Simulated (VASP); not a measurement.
# InSe (Fd-3m) in VASP: notebook

InSe is run at these levels: PBE; tasks: single point, relaxation of cell and atoms.

Everything below comes from runs of VASP 6.6.1. Logs are shortened: lines on timing, memory, paths and dates and some standing lists are left out, and cuts for length are marked.

### 1 The cell of the first run

The structure is cubic, space group Fd-3m (No. 227). The conventional cell has a = 7.397 Å, b = 7.397 Å, c = 7.397 Å, α = 90.00°, β = 90.00°, γ = 90.00°. Within 4.2 Å of In (site symmetry -43m) lie 4 In at 3.20 Å and 10 Se at 3.20 to 3.70 Å. Within 4.2 Å of Se (site symmetry -43m) lie 10 In at 3.20 to 3.70 Å and 4 Se at 3.20 Å.

### 2 Single point, PBE

File INCAR:

```
PREC = Accurate
ENCUT = 520
EDIFF = 1E-7
ISMEAR = 0
SIGMA = 0.1
LREAL = F
LASPH = T
NELM = 100
ALGO = Normal
ISIF = 2
LWAVE = F
LCHARG = F
GGA = PE
NBANDS = 27
```

File KPOINTS:

```
regular mesh
0
Gamma
  4 4 4
```

File POSCAR:

```
InSe
1.0
    0.0000000000      3.6982651341      3.6982651341
    3.6982651341      0.0000000000      3.6982651341
    3.6982651341      3.6982651341      0.0000000000
In Se
2 2
Direct
    0.7500000000      0.7500000000      0.7500000000
    0.5000000000      0.5000000000      0.5000000000
    0.2500000000      0.2500000000      0.2500000000
    0.0000000000      0.0000000000      0.0000000000
```

Potentials or basis: VASP PAW PBE potentials, release 64 (In_d, Se).

Run with:

```console
$ cat potpaw_PBE.64/In_d/POTCAR potpaw_PBE.64/Se/POTCAR > POTCAR
$ mpirun -np 1 vasp_std > vasp.out
```

OUTCAR:

```text
PREC = Accurate
   ENCUT = 520
   EDIFF = 1E-7
   ISMEAR = 0
   LREAL = F
   LASPH = T
   NELM = 100
   ISIF = 2
   GGA = PE

 ion  position               nearest neighbor table
   1  0.750  0.750  0.750-   2 3.20   4 3.20   2 3.20   2 3.20   2 3.20   4 3.20   4 3.20   4 3.20

   2  0.500  0.500  0.500-   1 3.20   3 3.20   3 3.20   3 3.20   3 3.20   1 3.20   1 3.20   1 3.20

   3  0.250  0.250  0.250-   2 3.20   2 3.20   2 3.20   2 3.20
   4  0.000  0.000  0.000-   1 3.20   1 3.20   1 3.20   1 3.20

  LATTYP: Found a face centered cubic cell.
 ALAT       =     7.3965302682

  Lattice vectors:

 A1 = (   0.0000000000,   3.6982651341,   3.6982651341)
 A2 = (   3.6982651341,   0.0000000000,   3.6982651341)
 A3 = (   3.6982651341,   3.6982651341,   0.0000000000)

Analysis of symmetry for initial positions (statically):
=====================================================================
 Subroutine PRICEL returns:
 Original cell was already a primitive cell.

 Routine SETGRP: Setting up the symmetry group for a
 face centered cubic supercell.

 Subroutine GETGRP returns: Found 48 space group operations
 (whereof 24 operations were pure point group operations)
 out of a pool of 48 trial point group operations.

The static configuration has the point symmetry T_d .
 The point group associated with its full space group is O_h .

Analysis of symmetry for dynamics (positions and initial velocities):
=====================================================================
 Subroutine PRICEL returns:
 Original cell was already a primitive cell.

 Routine SETGRP: Setting up the symmetry group for a
 face centered cubic supercell.

 Subroutine GETGRP returns: Found 48 space group operations
 (whereof 24 operations were pure point group operations)
 out of a pool of 48 trial point group operations.

The dynamic configuration has the point symmetry T_d .
 The point group associated with its full space group is O_h .

 Subroutine INISYM returns: Found 48 space group operations
 (whereof 24 operations are pure point group operations),
 and found     1 'primitive' translations

----------------------------------------------------------------------------------------

[... 75 lines left out ...]
   LSORBIT =      F    spin-orbit coupling
   LASPH  =      T    aspherical Exc in radial PAW
   ENCUT  =  520.0 eV  38.22 Ry    6.18 a.u.   9.72  9.72  9.72*2*pi/ulx,y,z
   NELM   =    100;   NELMIN=  2; NELMDL= -5     # of ELM steps
   EDIFF  = 0.1E-06   stopping-criterion for ELM
   LREAL  =      F    real-space projection
   EDIFFG = 0.1E-05   stopping-criterion for IOM
   NSW    =      0    number of steps for IOM
   IBRION =     -1    ionic relax: 0-MD 1-quasi-New 2-CG
   NFREE  =      0    steps in history (QN), initial steepest desc. (CG)
   ISIF   =      2    stress and relaxation
   ISYM   =      2    0-nonsym 1-usesym 2-fastsym
   POTIM  = 0.5000    time-step for ionic-motion
   TEBEG  =    0.0;   TEEND  =   0.0 temperature during run
   PSTRESS=    0.0 pullay stress
   NELECT =      38.0000    total number of electrons
   NUPDOWN=      -1.0000    fix difference up-down
   EMIN   =  10.00;   EMAX   =-10.00  energy-range for DOS
   EFERMI =   0.00;   METHOD = LEGACY
   ISMEAR =     0;   SIGMA  =   0.10  broadening in eV -4-tet -1-fermi 0-gaus
   EFERMI_NEDOS =   21; number of points for ismear=-14 and -15
   IALGO  =     38    algorithm
   IMIX   =      4    mixing-type and parameters
     AMIX     =   0.40;   BMIX     =  1.00
     AMIX_MAG =   1.60;   BMIX_MAG =  1.00
  volume/ion in A,a.u.               =      25.29       170.67
  Fermi-wavevector in a.u.,A,eV,Ry     =   1.181212  2.232168 18.983701  1.395263
  Thomas-Fermi vector in A             =   2.317490
   LORBIT       =      0    0 simple, 1 ext, 2 COOP (PROOUT), +10 PAW based schemes
   GGA     = PE    functional components
   LHFCALC =     F    Hartree Fock is set to
   AEXX    =    0.0000 exact exchange contribution
   IVDW    =     0    specifies the selected vdW correction
   LEPSILON=     F    determine dielectric tensor
   LRPA    =     F    only Hartree local field effects (RPA)
 non-spin polarized calculation
 Gauss-broadening in eV      SIGMA  =   0.10
  energy-cutoff  :      520.00
  volume of cell :      101.16
 maximum number of plane-waves:      2764
 NGX is ok and might be reduce to    40
   NGX = 19   NGY = 19   NGZ = 19

 number of electron      38.0000013 magnetization

 Free energy of the ion-electron system (eV)
  ---------------------------------------------------
  ext. energy  EPLUGINS =         0.00000000
  ---------------------------------------------------
  free energy    TOTEN  =       -11.81190796 eV

  energy without entropy =      -11.80600238  energy(sigma->0) =      -11.80895517

 E-fermi :   5.4838     XC(G=0):  -9.9586

 val. band max:        5.4473477681   @ k =   0.5000   0.5000   0.0000
 cond. band min:       5.6570271339   @ k =   0.5000   0.5000   0.0000
 fundamental gap:      0.2096793658
 Fermi energy:         5.4837880134

 k-point     1 :       0.0000    0.0000    0.0000
  band No.  band energies     occupation
      1      -9.0428      2.00000
      2      -9.0428      2.00000
      3      -9.0428      2.00000
      4      -9.0011      2.00000
      5      -9.0011      2.00000
      6      -8.8207      2.00000
[... 229 lines left out ...]
     26      11.0038      0.00000
     27      14.5588      0.00000

------------------------ aborting loop because EDIFF is reached ----------------------------------------

  FORCE on cell =-STRESS in cart. coord.  units (eV):
  Direction    XX          YY          ZZ          XY          YZ          ZX
  --------------------------------------------------------------------------------------
  -------------------------------------------------------------------------------------
  Total       -0.0574152     -0.0574152     -0.0574152     -0.0000000     -0.0000000      0.0000000
  in kB       -0.9093132     -0.9093132     -0.9093132     -0.0000000     -0.0000000      0.0000000
  external PRESSURE =      -0.9093132 kB  Pullay stress =       0.0000000 kB

 VOLUME and BASIS-vectors are now :
 -----------------------------------------------------------------------------
  energy-cutoff  :      520.00
  volume of cell :      101.16
      direct lattice vectors                 reciprocal lattice vectors
     0.000000000  3.698265134  3.698265134    -0.135198527  0.135198527  0.135198527
     3.698265134  0.000000000  3.698265134     0.135198527 -0.135198527  0.135198527
     3.698265134  3.698265134  0.000000000     0.135198527  0.135198527 -0.135198527

 POSITION                                       TOTAL-FORCE (eV/Angst)
 -----------------------------------------------------------------------------------
      5.54740      5.54740      5.54740        -0.000000     -0.000000     -0.000000
      3.69827      3.69827      3.69827         0.000000      0.000000     -0.000000
      1.84913      1.84913      1.84913        -0.000000     -0.000000      0.000000
      0.00000      0.00000      0.00000         0.000000      0.000000      0.000000
 -----------------------------------------------------------------------------------
    total drift:                               -0.000000     -0.000000      0.000000

  FREE ENERGIE OF THE ION-ELECTRON SYSTEM (eV)
  ---------------------------------------------------
  free  energy   TOTEN  =       -11.8119079564 eV

  energy  without entropy=      -11.8060023831  energy(sigma->0) =      -11.80895517
```

It took 18 s on 1 thread of Intel Xeon Platinum 8488C (Sapphire Rapids), shared host; peak memory 0.24 GiB.

What came out:

```yaml
Free_energy: -11.8119 eV
Pressure: -0.1 GPa
Band_gap_on_the_k_mesh: zero (band 19 reaches 6.08 eV, above the bottom of band 20 at 5.09 eV)
```

Caveat: the k points lie up to 0.37 Å⁻¹ apart; spin-orbit coupling is left out, which moves the levels of the heavy elements.

### 3 Single point, PBE

This run uses another cell than the first one, of 30.06 Å³/atom, 1.189 times its volume.

File INCAR:

```
SYSTEM = InSe
PREC = Accurate
ENCUT = 520
EDIFF = 1E-6
ISMEAR = 0
SIGMA = 0.1
LREAL = .FALSE.
LASPH = .TRUE.
NELM = 100
ALGO = Normal
ISIF = 2
LWAVE = .FALSE.
LCHARG = .FALSE.
GGA = PE
NBANDS = 27
```

File KPOINTS:

```
Automatic mesh
0
G
  4 4 4
  0 0 0
```

File POSCAR:

```
InSe
1.0
    0.0000000000      3.9176799400      3.9176799400
    3.9176799400      0.0000000000      3.9176799400
    3.9176799400      3.9176799400      0.0000000000
In Se
2 2
Direct
    0.7500000000      0.7500000000      0.7500000000
    0.5000000000      0.5000000000      0.5000000000
    0.2500000000      0.2500000000      0.2500000000
    0.0000000000      0.0000000000      0.0000000000
```

Potentials or basis: VASP PAW PBE potentials, release 64 (In_d, Se).

Run with:

```console
$ cat potpaw_PBE.64/In_d/POTCAR potpaw_PBE.64/Se/POTCAR > POTCAR
$ mpirun -np 1 vasp_std > vasp.out
```

OUTCAR:

```text
SYSTEM = InSe
   PREC = Accurate
   ENCUT = 520
   EDIFF = 1E-6
   ISMEAR = 0
   LREAL = .FALSE.
   LASPH = .TRUE.
   NELM = 100
   ISIF = 2
   GGA = PE

 ion  position               nearest neighbor table
   1  0.750  0.750  0.750-   2 3.39   2 3.39   2 3.39   2 3.39   4 3.39   4 3.39   4 3.39   4 3.39

   2  0.500  0.500  0.500-   3 3.39   3 3.39   3 3.39   1 3.39   3 3.39   1 3.39   1 3.39   1 3.39

   3  0.250  0.250  0.250-   2 3.39   2 3.39   2 3.39   2 3.39
   4  0.000  0.000  0.000-   1 3.39   1 3.39   1 3.39   1 3.39

  LATTYP: Found a face centered cubic cell.
[... 423 lines left out ...]
  --------------------------------------------------------------------------------------
  -------------------------------------------------------------------------------------
  Total       -3.4061331     -3.4061331     -3.4061331     -0.0000000     -0.0000000     -0.0000000
  in kB      -45.3790443    -45.3790443    -45.3790443     -0.0000000     -0.0000000     -0.0000000
  external PRESSURE =     -45.3790443 kB  Pullay stress =       0.0000000 kB

 VOLUME and BASIS-vectors are now :
 -----------------------------------------------------------------------------
  energy-cutoff  :      520.00
  volume of cell :      120.26
      direct lattice vectors                 reciprocal lattice vectors
     0.000000000  3.917679940  3.917679940    -0.127626556  0.127626556  0.127626556
     3.917679940  0.000000000  3.917679940     0.127626556 -0.127626556  0.127626556
     3.917679940  3.917679940  0.000000000     0.127626556  0.127626556 -0.127626556

 POSITION                                       TOTAL-FORCE (eV/Angst)
 -----------------------------------------------------------------------------------
      5.87652      5.87652      5.87652        -0.000000     -0.000000     -0.000000
      3.91768      3.91768      3.91768         0.000000      0.000000      0.000000
      1.95884      1.95884      1.95884        -0.000000      0.000000      0.000000
      0.00000      0.00000      0.00000         0.000000     -0.000000     -0.000000
 -----------------------------------------------------------------------------------
    total drift:                               -0.000000     -0.000000      0.000000

  FREE ENERGIE OF THE ION-ELECTRON SYSTEM (eV)
  ---------------------------------------------------
  free  energy   TOTEN  =       -11.4857903125 eV

  energy  without entropy=      -11.4772978795  energy(sigma->0) =      -11.48154410
```

Wall time 19 s (1 thread of Intel Xeon Platinum 8488C (Sapphire Rapids), shared host); peak memory 0.25 GiB.

Results:

```
Free energy            : -11.4858 eV
Pressure               : -4.5 GPa
Band gap on the k mesh : zero (band 19 reaches 4.19 eV, above the bottom of band 20 at 2.85 eV)
```

Caveat: spin-orbit coupling is left out, which moves the levels of the heavy elements.

[end of part 1 of 3]
